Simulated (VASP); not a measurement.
Runs of VASP 6.6.1 on Zr. The structure is that of space group I4_1/amd (No. 141), or close to it. The cells are those of the table. 

```csv
cell,gap on the mesh (eV),pressure (GPa)
"a = 3.548 Å, angles 97.7, 97.7, 137.0°, 2 atoms",none,103.5
"a = 3.341 Å, angles 97.7, 97.7, 137.2°, 2 atoms",none,203.5
"a = 3.735 Å, angles 97.7, 97.7, 137.0°, 2 atoms",none,53.7
"a = 3.102 Å, angles 97.7, 97.7, 137.2°, 2 atoms",none,(a)
```

Alike in all rows: task single point; level PBE; potentials or basis VASP PAW PBE potentials, release 64 (Zr_sv); no spin polarisation; k mesh 14 × 14 × 14; cutoff (eV) 500; smearing fermi-dirac 0.1 eV.

Q: Fill in the values left out.

A: (a) 429.3.

A k mesh can miss the band edges, and the runs leave out spin-orbit coupling on Zr.

A gap of «none» marks levels without a gap at the run's occupations.
